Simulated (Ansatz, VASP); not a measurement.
## One calculation of MgO, two programs

The input INCAR:

```
PREC = Accurate
ENCUT = 520
EDIFF = 1E-7
ISMEAR = 0
SIGMA = 0.05
LREAL = F
LASPH = T
NELM = 60
ALGO = Normal
ISIF = 2
LWAVE = F
LCHARG = T
GGA = PS
LELF = T
LVHAR = T
NBANDS = 16
```

KPOINTS

```
regular mesh
0
Gamma
  9 9 6
```

The input POSCAR:

```
MgO
1.0
    3.2817469438      0.0000000000      0.0000000000
   -1.6408734719      2.8420762221      0.0000000000
    0.0000000000      0.0000000000      5.0860514134
Mg O
2 2
Direct
    0.3333333333      0.6666666667      0.0508752499
    0.6666666667      0.3333333333      0.5508752499
    0.3333333333      0.6666666667      0.4009416620
    0.6666666667      0.3333333333      0.9009416620
```

Input for Ansatz:

```yaml
crystal:
  lattice:
    - [3.2817469438, 0.0, 0.0]
    - [-1.6408734719, 2.8420762221, 0.0]
    - [0.0, 0.0, 5.0860514134]
  atoms:
    - { symbol: Mg, position: [0.3333333333, 0.6666666667, 0.0508752499] }
    - { symbol: Mg, position: [0.6666666667, 0.3333333333, 0.5508752499] }
    - { symbol: O, position: [0.3333333333, 0.6666666667, 0.400941662] }
    - { symbol: O, position: [0.6666666667, 0.3333333333, 0.900941662] }
basis:
  ecutwfc: 520.0
kpoints:
  mp_grid: { grid: [9, 9, 6] }
hamiltonian:
  xc: pbesol
  pseudopotentials: { kind: paw, azcp: { folder: soft_1 } }
scf:
  occupations: { method: gaussian, width: 0.05 }
output:
  forces: true
  stress: true
  eigenvalues: true
```

Alike in both runs: task single point; functional PBEsol; k mesh 9 × 9 × 6; occupations gaussian, width 0.05 eV; no spin polarisation.

```csv
,VASP,Ansatz
version,VASP 6.6.1,Ansatz 0.2.0
potentials or method,"VASP PAW PBE potentials, release 64 (Mg, O), cutoff 520 eV","scalar-relativistic, plane waves, PAW"
valence electrons in the cell,16,32
```

```csv
,VASP,Ansatz,Ansatz less VASP
gap on the k mesh at the Fermi level (eV),3.61,3.61,+0.002
least direct gap on the mesh (eV),3.61,3.61,+0.002
pressure (GPa),5.3,5.3,+0.06
"traceless stress, the component that is largest in VASP (GPa)",21.19,20.59,-0.599
rms of the force components (eV/Å),1.664,1.623,-0.0410
```

VASP's potentials were made for PBE, not for PBEsol, and Ansatz warns of the same on its side. Atom by atom the forces differ by 0.041 eV/Å (rms over components). VASP's potentials hold 16 valence electrons a cell and Ansatz's 32, so a difference there can come from the potentials and not from the codes.
